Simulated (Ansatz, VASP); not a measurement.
Two plane-wave programs on C

```xyz
2
Lattice="0.0000 2.2570 3.4338 1.2458 0.0000 3.4338 1.2458 2.2570 0.0000" Properties=species:S:1:pos:R:3 pbc="T T T"
C     1.2458    0.7525    3.4338
C     1.2458    3.7615    3.4338
```

Change from the starting cell: volume 9.655 Å^3 an atom, stretch along b over the lengths across it, relative to the relaxed cell 1.0465.

Alike in both runs: task single point; functional PBE; dispersion D3(BJ); k mesh 18 × 18 × 18; occupations gaussian, width 0.03 eV; no spin polarisation.

```csv
,VASP,Ansatz
version,VASP 6.6.1,Ansatz 0.2.0
potentials or method,"VASP PAW PBE potentials, release 64 (C), cutoff 520 eV","scalar-relativistic, plane waves, PAW"
valence electrons in the cell,8,8
```

VASP gave:

```
gap on the k mesh at the Fermi level (eV)                     : 0.05
least direct gap on the mesh (eV)                             : 0.08
pressure (GPa)                                                : -23.3
traceless stress, the component that is largest in VASP (GPa) : -28.68
rms of the force components (eV/Å)                            : 0.069
```

Q: Which values does Ansatz return?

A: gap on the k mesh at the Fermi level (eV): 0.05; least direct gap on the mesh (eV): 0.08; pressure (GPa): -23.6; traceless stress, the component that is largest in VASP (GPa): -28.82; rms of the force components (eV/Å): 0.062.

Atom by atom the forces differ by 0.007 eV/Å (rms over components).
